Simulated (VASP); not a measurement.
TaN:

```
CELL_PARAMETERS angstrom
2.73231 0.00000 0.00000
0.00000 2.73231 0.00000
0.00000 0.00000 2.73231
ATOMIC_POSITIONS crystal
Ta 0.00000 0.00000 0.00000
N 0.50000 0.50000 0.50000
```

Base run:

| Item | Value |
| --- | --- |
| Program | VASP 6.6.1 |
| Functional | PBEsol |
| Dispersion | D3(BJ) |
| Potentials or basis | VASP PAW PBE potentials, release 64 (Ta_pv, N) |
| Cutoff | 520 eV |
| k mesh | 10 × 10 × 10 |
| Occupations | fermi-dirac, width 0.05 eV |
| Spin | no spin polarisation |

Its results: band gap on the k mesh zero (band 8 reaches 15.58 eV, above the bottom of band 9 at 6.63 eV); pressure -11.3 GPa.

The run is repeated on the same cell with these changes: dispersion from D3(BJ) to none. What comes out?

Band gap on the k mesh zero (band 8 reaches 15.58 eV, above the bottom of band 9 at 6.63 eV); pressure -3.5 GPa.

Dispersion adds attraction, which lowers the pressure at fixed volume and, as a term added to the energy, leaves the levels alone.

Caveats: the PAW data sets were made with another functional, which shifts forces and pressure a little; spin-orbit coupling is left out, which moves the levels of the heavy elements; three body term missing (some runs); pairwise dispersion overbinds metals, which lowers pressure and volume (some runs).
